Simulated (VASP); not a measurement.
# In (Im-3m) in VASP: notebook

The runs below take In through single point, with PBE0, LDA.

All numbers are computed with VASP 6.6.1; they aren't measurements. Logs are shortened: lines on timing, memory, paths and dates and some standing lists are left out, and cuts for length are marked.

**1. The cell of the first run**

The structure is cubic, space group Im-3m (No. 229). The conventional cell has a = 3.765 Å, b = 3.765 Å, c = 3.765 Å, α = 90.00°, β = 90.00°, γ = 90.00°. In (site symmetry m-3m) has 14 In at 3.26 to 3.77 Å within 4.3 Å.

**2. Single point, PBE0**

POSCAR

```
In
1.0
   -1.8825252400      1.8825252400      1.8825252400
    1.8825252400     -1.8825252400      1.8825252400
    1.8825252400      1.8825252400     -1.8825252400
In
1
Direct
    0.0000000000      0.0000000000      0.0000000000
```

INCAR.step1

```
SYSTEM = In
PREC = Accurate
ENCUT = 520
EDIFF = 1E-5
ISMEAR = -1
SIGMA = 0.05
LREAL = .FALSE.
LASPH = .TRUE.
NELM = 80
ALGO = Normal
ISIF = 2
LWAVE = .TRUE.
LCHARG = .FALSE.
NBANDS = 12
GGA = PE
```

INCAR.step2

```
SYSTEM = In
PREC = Accurate
ENCUT = 520
EDIFF = 1E-6
ISMEAR = -1
SIGMA = 0.05
LREAL = .FALSE.
LASPH = .TRUE.
NELM = 80
ALGO = Normal
ISIF = 2
LWAVE = .FALSE.
LCHARG = .FALSE.
GGA = PE
LHFCALC = .TRUE.
AEXX = 0.25
PRECFOCK = Normal
NBANDS = 12
ISTART = 1
```

KPOINTS

```
regular mesh
0
G
  6 6 6
  0 0 0
```

Potentials or basis: VASP PAW PBE potentials, release 64 (In_d).

Started as:

```
$ cat potpaw_PBE.64/In_d/POTCAR > POTCAR
$ cp INCAR.step1 INCAR
$ mpirun -np 1 vasp_std > vasp.out
$ cp INCAR.step2 INCAR
$ mpirun -np 1 vasp_std > vasp.out
```

OUTCAR:

```text
SYSTEM = In
   PREC = Accurate
   ENCUT = 520
   EDIFF = 1E-6
   ISMEAR = -1
   LREAL = .FALSE.
   LASPH = .TRUE.
   NELM = 80
   ISIF = 2
   GGA = PE
   LHFCALC = .TRUE.
   AEXX = 0.25
   PRECFOCK = Normal
   ISTART = 1

 ion  position               nearest neighbor table
   1  0.000  0.000  0.000-

  LATTYP: Found a body centered cubic cell.
 ALAT       =     3.7650504800

  Lattice vectors:

 A1 = (  -1.8825252400,   1.8825252400,   1.8825252400)
 A2 = (   1.8825252400,  -1.8825252400,   1.8825252400)
 A3 = (   1.8825252400,   1.8825252400,  -1.8825252400)

Analysis of symmetry for initial positions (statically):
=====================================================================
 Subroutine PRICEL returns:
 Original cell was already a primitive cell.

 Routine SETGRP: Setting up the symmetry group for a
 body centered cubic supercell.

 Subroutine GETGRP returns: Found 48 space group operations
 (whereof 48 operations were pure point group operations)
 out of a pool of 48 trial point group operations.

The static configuration has the point symmetry O_h .

Analysis of symmetry for dynamics (positions and initial velocities):
=====================================================================
 Subroutine PRICEL returns:
 Original cell was already a primitive cell.

 Routine SETGRP: Setting up the symmetry group for a
 body centered cubic supercell.

 Subroutine GETGRP returns: Found 48 space group operations
 (whereof 48 operations were pure point group operations)
 out of a pool of 48 trial point group operations.

The dynamic configuration has the point symmetry O_h .

 Subroutine INISYM returns: Found 48 space group operations
 (whereof 48 operations are pure point group operations),
 and found     1 'primitive' translations

----------------------------------------------------------------------------------------

                                     Primitive cell

  volume of cell :      26.6859

  direct lattice vectors                    reciprocal lattice vectors
    -1.882525240  1.882525240  1.882525240     0.000000000  0.265600689  0.265600689
     1.882525240 -1.882525240  1.882525240     0.265600689  0.000000000  0.265600689
     1.882525240  1.882525240 -1.882525240     0.265600689  0.265600689  0.000000000

  length of vectors
     3.260629362  3.260629362  3.260629362     0.375616096  0.375616096  0.375616096

  position of ions in fractional coordinates (direct lattice)
     0.000000000  0.000000000  0.000000000

  ion indices of the primitive-cell ions
   primitive index   ion index
                 1           1

----------------------------------------------------------------------------------------

 KPOINTS: regular mesh

Automatic generation of k-mesh.
 Grid dimensions read from file:
 generate k-points for:    6    6    6

 Generating k-lattice:

  Cartesian coordinates                     Fractional coordinates (reciprocal lattice)
     0.000000000  0.044266781  0.044266781     0.166666667  0.000000000  0.000000000
     0.044266781  0.000000000  0.044266781     0.000000000  0.166666667  0.000000000
     0.044266781  0.044266781  0.000000000     0.000000000  0.000000000  0.166666667

  Length of vectors
     0.062602683  0.062602683  0.062602683

  Shift w.r.t. Gamma in fractional coordinates (k-lattice)
     0.000000000  0.000000000  0.000000000

 Subroutine IBZKPT returns following result:
 ===========================================

 Found     16 irreducible k-points:

 Following reciprocal coordinates:
            Coordinates               Weight
  0.000000  0.000000  0.000000      1.000000
  0.166667  0.000000  0.000000     12.000000
  0.333333  0.000000  0.000000     12.000000
  0.500000  0.000000  0.000000      6.000000
  0.166667  0.166667  0.000000     24.000000
  0.333333  0.166667  0.000000     48.000000
[... 8 lines left out ...]
  0.500000  0.500000  0.333333     12.000000
  0.500000  0.500000  0.500000      1.000000
   k-points           NKPTS =     16   k-points in BZ     NKDIM =    216   number of bands    NBANDS=     12
   number of dos      NEDOS =    301   number of ions     NIONS =      1
   total plane-waves  NPLWV =  13824
   dimension x,y,z NGX =    24 NGY =   24 NGZ =   24
   dimension x,y,z NGXF=    48 NGYF=   48 NGZF=   48
   ions per type =               1
   NGX,Y,Z   is equivalent  to a cutoff of  12.24, 12.24, 12.24 a.u.
   NGXF,Y,Z  is equivalent  to a cutoff of  24.47, 24.47, 24.47 a.u.
 SYSTEM =  In
   PREC   = accura    normal or accurate (medium, high low for compatibility)
   ISTART =      1    job   : 0-new  1-cont  2-samecut
   ICHARG =      0    charge: 1-file 2-atom 10-const
   ISPIN  =      1    spin polarized calculation?
   LNONCOLLINEAR =      F non collinear calculations
   LSORBIT =      F    spin-orbit coupling
   LASPH  =      T    aspherical Exc in radial PAW
   ENCUT  =  520.0 eV  38.22 Ry    6.18 a.u.   6.06  6.06  6.06*2*pi/ulx,y,z
   NELM   =     80;   NELMIN=  2; NELMDL=  0     # of ELM steps
   EDIFF  = 0.1E-05   stopping-criterion for ELM
   LREAL  =      F    real-space projection
   EDIFFG = 0.1E-04   stopping-criterion for IOM
   NSW    =      0    number of steps for IOM
   IBRION =     -1    ionic relax: 0-MD 1-quasi-New 2-CG
   NFREE  =      0    steps in history (QN), initial steepest desc. (CG)
   ISIF   =      2    stress and relaxation
   ISYM   =      3    0-nonsym 1-usesym 2-fastsym
   POTIM  = 0.5000    time-step for ionic-motion
   TEBEG  =    0.0;   TEEND  =   0.0 temperature during run
   PSTRESS=    0.0 pullay stress
   NELECT =      13.0000    total number of electrons
   NUPDOWN=      -1.0000    fix difference up-down
   EMIN   =  10.00;   EMAX   =-10.00  energy-range for DOS
   EFERMI =   0.00;   METHOD = LEGACY
   ISMEAR =    -1;   SIGMA  =   0.05  broadening in eV -4-tet -1-fermi 0-gaus
   EFERMI_NEDOS =   21; number of points for ismear=-14 and -15
   IALGO  =     38    algorithm
   IMIX   =      1    mixing-type and parameters
     AMIX     =   0.40;   BMIX     =  1.00
     AMIX_MAG =   1.60;   BMIX_MAG =  1.00
  volume/ion in A,a.u.               =      26.69       180.09
  Fermi-wavevector in a.u.,A,eV,Ry     =   1.288136  2.434225 22.576080  1.659295
  Thomas-Fermi vector in A             =   2.420108
   LORBIT       =      0    0 simple, 1 ext, 2 COOP (PROOUT), +10 PAW based schemes
   GGA     = PE    functional components
   LHFCALC =     T    Hartree Fock is set to
   PRECFOCK=normal    Normal, Fast or Accurate (Low or Medium for compatibility)
   ENCUT4O =  -1.0   cutoff for four orbital integrals eV
   NKREDX  =     1    reduce k-point grid by
   NKREDY  =     1    reduce k-point grid by
   NKREDZ  =     1    reduce k-point grid by
   AEXX    =    0.2500 exact exchange contribution
   HFSCREEN=    0.0000 screening length (either q_TF or 0.3 A-1)
   HFSCREENC=   0.0000 screening length for correlation (either q_TF or 0.3 A-1)
   ENCUTFOCK=  -1.0 apply spherical cutoff to Coloumb kernel
   IVDW    =     0    specifies the selected vdW correction
   LEPSILON=     F    determine dielectric tensor
   LRPA    =     F    only Hartree local field effects (RPA)
 non-spin polarized calculation
  energy-cutoff  :      520.00
  volume of cell :       26.69
 maximum number of plane-waves:       736
  NGX = 20; NGY = 20; NGZ = 20

 number of electron      13.0000005 magnetization

 Free energy of the ion-electron system (eV)
  ---------------------------------------------------
  ext. energy  EPLUGINS =         0.00000000
  ---------------------------------------------------
  free energy    TOTEN  =        -3.22414865 eV

  energy without entropy =       -3.21996232  energy(sigma->0) =       -3.22205549

 E-fermi :   7.3326     XC(G=0):  -8.0267

 val. band max:        6.4162587245   @ k =   0.5000   0.5000   0.3333
 cond. band min:       7.4299240395   @ k =  -0.3333   0.5000   0.1667
 fundamental gap:      1.0136653150
 Fermi energy:         7.3326285345

 k-point     1 :       0.0000    0.0000    0.0000
  band No.  band energies     occupation
      1      -9.8947      2.00000
      2      -9.8947      2.00000
      3      -9.8947      2.00000
      4      -9.6227      2.00000
      5      -9.6227      2.00000
      6      -3.8483      2.00000
      7      19.5943      0.00000
      8      19.5943      0.00000
      9      19.5943      0.00000
     10      21.3538      0.00000
     11      21.3538      0.00000
     12      21.3538      0.00000

 k-point     2 :       0.1667    0.0000    0.0000
  band No.  band energies     occupation
      1      -9.9220      2.00000
      2      -9.8747      2.00000
      3      -9.7886      2.00000
      4      -9.6484      2.00000
      5      -9.6242      2.00000
      6      -3.1282      2.00000
      7      14.8313      0.00000
      8      17.3761      0.00000
      9      18.1157      0.00000
     10      19.7333      0.00000
     11      19.9056      0.00000
     12      21.5770      0.00000

 k-point     3 :       0.3333    0.0000    0.0000
  band No.  band energies     occupation
      1      -9.9763      2.00000
      2      -9.8942      2.00000
      3      -9.6553      2.00000
      4      -9.6267      2.00000
      5      -9.5690      2.00000
      6      -0.9161      2.00000
      7       8.7027      0.00000
      8      15.0307      0.00000
      9      16.2636      0.00000
     10      18.6709      0.00000
     11      18.7106      0.00000
     12      23.5842      0.00000
[... 166 lines left out ...]
 k-point    15 :       0.5000    0.5000    0.3333
  band No.  band energies     occupation
      1      -9.9404      2.00000
      2      -9.9119      2.00000
      3      -9.6288      2.00000
      4      -9.5694      2.00000
      5      -9.4848      2.00000
      6       5.1499      2.00000
      7       6.4163      2.00000
      8       9.8706      0.00000
      9      11.8670      0.00000
     10      15.2809      0.00000
     11      16.1063      0.00000
     12      25.7002      0.00000

 k-point    16 :       0.5000    0.5000    0.5000
  band No.  band energies     occupation
      1      -9.9982      2.00000
      2      -9.9982      2.00000
      3      -9.4950      2.00000
      4      -9.4950      2.00000
      5      -9.4950      2.00000
      6       8.8198      0.00000
      7       8.9882      0.00000
      8       8.9882      0.00000
      9       8.9882      0.00000
     10      13.1413      0.00000
     11      13.1413      0.00000
     12      28.2999      0.00000

------------------------ aborting loop because EDIFF is reached ----------------------------------------

  FORCE on cell =-STRESS in cart. coord.  units (eV):
  Direction    XX          YY          ZZ          XY          YZ          ZX
  --------------------------------------------------------------------------------------
  -------------------------------------------------------------------------------------
  Total       -0.1385834     -0.1385834     -0.1385834     -0.0000000     -0.0000000     -0.0000000
  in kB       -8.3203103     -8.3203103     -8.3203103     -0.0000000     -0.0000000     -0.0000000
  external PRESSURE =      -8.3203103 kB  Pullay stress =       0.0000000 kB

 VOLUME and BASIS-vectors are now :
 -----------------------------------------------------------------------------
  energy-cutoff  :      520.00
  volume of cell :       26.69
      direct lattice vectors                 reciprocal lattice vectors
    -1.882525240  1.882525240  1.882525240     0.000000000  0.265600689  0.265600689
     1.882525240 -1.882525240  1.882525240     0.265600689  0.000000000  0.265600689
     1.882525240  1.882525240 -1.882525240     0.265600689  0.265600689  0.000000000

 POSITION                                       TOTAL-FORCE (eV/Angst)
 -----------------------------------------------------------------------------------
      0.00000      0.00000      0.00000        -0.000000     -0.000000     -0.000000
 -----------------------------------------------------------------------------------
    total drift:                               -0.000000     -0.000000     -0.000000

  FREE ENERGIE OF THE ION-ELECTRON SYSTEM (eV)
  ---------------------------------------------------
  free  energy   TOTEN  =        -3.2241486536 eV

  energy  without entropy=       -3.2199623171  energy(sigma->0) =       -3.22205549
```

It took 6.8 min on 1 thread of Intel Xeon 6975P-C (Granite Rapids), shared host; peak memory 0.16 GiB.

What came out:

```yaml
Free_energy: -3.2241 eV
Pressure: -0.8 GPa
```

Levels at points of the mesh, in eV from the Fermi level:
```
           k point  band 3  band 4  band 5  band 6  band 7  band 8  band 9  band 10
(0.00, 0.00, 0.00)  -17.23  -16.96  -16.96  -11.18   12.26   12.26   12.26    14.02
(0.50, 0.00, 0.00)  -16.97  -16.96  -16.79   -4.84   -4.03    6.82    8.25    10.93
(0.50, 0.50, 0.50)  -16.83  -16.83  -16.83    1.49    1.66    1.66    1.66     5.81
```

Caveat: the k points lie up to 0.39 Å⁻¹ apart; the PAW data sets were made with another functional, which shifts forces and pressure a little; spin-orbit coupling is left out, which moves the levels of the heavy elements.

**3. Single point, LDA**

This run uses another cell than the first one, of 25.08 Å³/atom, 0.940 times its volume.

INCAR

```
SYSTEM = In
ALGO = Normal ; EDIFF = 1E-7
ENCUT = 520 ; ISIF = 2
ISMEAR = -1 ; LASPH = .True.
LCHARG = .False. ; LREAL = .False.
LWAVE = .False. ; NBANDS = 12
NELM = 60 ; PREC = Accurate
SIGMA = 0.05
```

KPOINTS

```
k-points
0
Gamma
  10 10 10
  0 0 0
```

POSCAR

```
In
1.0
   -1.8440955744      1.8440955744      1.8440955744
    1.8440955744     -1.8440955744      1.8440955744
    1.8440955744      1.8440955744     -1.8440955744
In
1
Direct
    0.0000000000      0.0000000000      0.0000000000
```

Potentials or basis: VASP PAW LDA potentials, release 64 (In_d).

Started as:

```
$ cat potpaw_LDA.64/In_d/POTCAR > POTCAR
$ mpirun -np 1 vasp_std > vasp.out
```

OUTCAR:

```text
SYSTEM = In
   EDIFF = 1E-7
   ENCUT = 520
   ISIF = 2
   ISMEAR = -1
   LASPH = .True.
   LREAL = .False.
   NELM = 60
   PREC = Accurate

 ion  position               nearest neighbor table
   1  0.000  0.000  0.000-

  LATTYP: Found a body centered cubic cell.
 ALAT       =     3.6881911488

  Lattice vectors:

 A1 = (  -1.8440955744,   1.8440955744,   1.8440955744)
 A2 = (   1.8440955744,  -1.8440955744,   1.8440955744)
 A3 = (   1.8440955744,   1.8440955744,  -1.8440955744)

Analysis of symmetry for initial positions (statically):
=====================================================================
 Subroutine PRICEL returns:
 Original cell was already a primitive cell.

 Routine SETGRP: Setting up the symmetry group for a
 body centered cubic supercell.

 Subroutine GETGRP returns: Found 48 space group operations
 (whereof 48 operations were pure point group operations)
 out of a pool of 48 trial point group operations.

The static configuration has the point symmetry O_h .

Analysis of symmetry for dynamics (positions and initial velocities):
=====================================================================
 Subroutine PRICEL returns:
 Original cell was already a primitive cell.

 Routine SETGRP: Setting up the symmetry group for a
 body centered cubic supercell.

 Subroutine GETGRP returns: Found 48 space group operations
 (whereof 48 operations were pure point group operations)
 out of a pool of 48 trial point group operations.

The dynamic configuration has the point symmetry O_h .

 Subroutine INISYM returns: Found 48 space group operations
 (whereof 48 operations are pure point group operations),
 and found     1 'primitive' translations

----------------------------------------------------------------------------------------

                                     Primitive cell

  volume of cell :      25.0848

  direct lattice vectors                    reciprocal lattice vectors
    -1.844095574  1.844095574  1.844095574     0.000000000  0.271135622  0.271135622
     1.844095574 -1.844095574  1.844095574     0.271135622  0.000000000  0.271135622
[... 106 lines left out ...]
  Thomas-Fermi vector in A             =   2.445195
   LORBIT       =      0    0 simple, 1 ext, 2 COOP (PROOUT), +10 PAW based schemes
   GGA     = CA    functional components
   LHFCALC =     F    Hartree Fock is set to
   AEXX    =    0.0000 exact exchange contribution
   IVDW    =     0    specifies the selected vdW correction
   LEPSILON=     F    determine dielectric tensor
   LRPA    =     F    only Hartree local field effects (RPA)
 non-spin polarized calculation
  energy-cutoff  :      520.00
  volume of cell :       25.08
 maximum number of plane-waves:       687
   NGX = 11   NGY = 11   NGZ = 11

 number of electron      12.9999992 magnetization

 Free energy of the ion-electron system (eV)
  ---------------------------------------------------
  ext. energy  EPLUGINS =         0.00000000
  ---------------------------------------------------
  free energy    TOTEN  =        -3.20900232 eV

  energy without entropy =       -3.20370675  energy(sigma->0) =       -3.20635453

 E-fermi :   7.6344     XC(G=0): -10.7311

 val. band max:        7.6210861691   @ k =   0.3000   0.3000   0.0000
 cond. band min:       7.6494594136   @ k =   0.2000   0.2000   0.2000
 fundamental gap:      0.0283732444
 Fermi energy:         7.6344469985

 k-point     1 :       0.0000    0.0000    0.0000
  band No.  band energies     occupation
      1      -6.9448      2.00000
      2      -6.9448      2.00000
      3      -6.9448      2.00000
      4      -6.6296      2.00000
      5      -6.6296      2.00000
      6      -2.1483      2.00000
      7      19.1324      0.00000
      8      19.1324      0.00000
      9      19.1324      0.00000
     10      20.9298      0.00000
     11      20.9298      0.00000
     12      20.9298      0.00000
[... 331 lines left out ...]
 k-point    24 :      -0.3000    0.3000    0.1000
  band No.  band energies     occupation
      1      -6.9795      2.00000
      2      -6.9107      2.00000
      3      -6.7127      2.00000
      4      -6.6465      2.00000
      5      -6.6235      2.00000
      6       0.2972      2.00000
      7      10.0723      0.00000
      8      14.0277      0.00000
      9      15.2193      0.00000
     10      18.9878      0.00000
     11      19.9568      0.00000
     12      20.8500      0.00000

 [... further k-points ...]
[... 5 lines left out ...]
  --------------------------------------------------------------------------------------
  -------------------------------------------------------------------------------------
  Total       -0.0771882     -0.0771882     -0.0771882      0.0000000      0.0000000     -0.0000000
  in kB       -4.9300458     -4.9300458     -4.9300458      0.0000000      0.0000000     -0.0000000
  external PRESSURE =      -4.9300458 kB  Pullay stress =       0.0000000 kB

 VOLUME and BASIS-vectors are now :
 -----------------------------------------------------------------------------
  energy-cutoff  :      520.00
  volume of cell :       25.08
      direct lattice vectors                 reciprocal lattice vectors
    -1.844095574  1.844095574  1.844095574     0.000000000  0.271135622  0.271135622
     1.844095574 -1.844095574  1.844095574     0.271135622  0.000000000  0.271135622
     1.844095574  1.844095574 -1.844095574     0.271135622  0.271135622  0.000000000

 POSITION                                       TOTAL-FORCE (eV/Angst)
 -----------------------------------------------------------------------------------
      0.00000      0.00000      0.00000        -0.000000     -0.000000      0.000000
 -----------------------------------------------------------------------------------
    total drift:                                0.000000      0.000000     -0.000000

  FREE ENERGIE OF THE ION-ELECTRON SYSTEM (eV)
  ---------------------------------------------------
  free  energy   TOTEN  =        -3.2090023196 eV

  energy  without entropy=       -3.2037067499  energy(sigma->0) =       -3.20635453
```

Run time: 7.2 s. Hardware: 1 thread of Intel Xeon 8259CL, shared host; peak memory 0.13 GiB.

What came out:

* Free energy: -3.2090 eV
* Pressure: -0.5 GPa

Caveat: spin-orbit coupling is left out, which moves the levels of the heavy elements.

[end of part 1 of 2]
